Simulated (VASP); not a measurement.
**Sn2TeAs2: single point with PBE**

Crystal: Sn2TeAs2.

```
Sn Te As
1.0
     4.80192    0.00000    0.00000
    -2.40096    4.15858    0.00000
     0.00000    0.00000    8.52487
Sn Te As
2 1 2
Direct
  0.66667 0.33333 0.72194
  0.33333 0.66667 0.27806
  0.00000 0.00000 0.00000
  0.66667 0.33333 0.37590
  0.33333 0.66667 0.62410
```

The cell was generated, and may not be a known phase.

| Property | Result |
| --- | --- |
| Program | VASP 6.6.1 |
| Task | single point |
| Functional | PBE |
| Potentials or basis | VASP PAW PBE potentials, release 64 (Sn_d, Te, As) |
| Cutoff | 520 eV |
| k mesh | 6 × 6 × 2 |
| Occupations | gaussian, width 0.1 eV |
| Spin | no spin polarisation |

```yaml
Pressure: -4.6 GPa
Largest_force: 0.482 eV/Å
Band_gap_on_the_k_mesh: zero (bands 22 and 23 overlap by 0.52 eV)
```

Forces on the atoms (eV/Å):
```
Sn   0.000  0.000  0.482
Sn   0.000  0.000 -0.482
Te   0.000  0.000  0.000
As   0.000  0.000  0.030
As   0.000  0.000 -0.030
```

Stress tensor (GPa, compression positive):
```
-5.08  0.00  0.00
 0.00 -5.08  0.00
 0.00  0.00 -3.50
```

Levels at points of the mesh, in eV from the Fermi level:
```csv
k point,band 20,band 21,band 22,band 23,band 24,band 25
"(0.00, 0.00, 0.00)",-0.85,-0.85,-0.38,-0.38,1.26,2.16
"(0.50, 0.00, 0.00)",-1.33,-1.22,-0.50,-0.11,1.15,2.40
"(0.00, 0.00, 0.50)",-0.87,-0.33,-0.33,0.25,0.58,1.65
"(0.50, 0.00, 0.50)",-1.96,-0.42,-0.03,0.23,0.59,2.02
```

It took 38 s on 1 thread of AMD EPYC 9R45 96-Core Processor (Zen 5), on a shared host, peak memory 0.28 GiB.

Caveat: the k points lie up to 0.37 Å⁻¹ apart, too coarse for converged energies and pressures of a metal; spin-orbit coupling is left out, which moves the levels of the heavy elements.
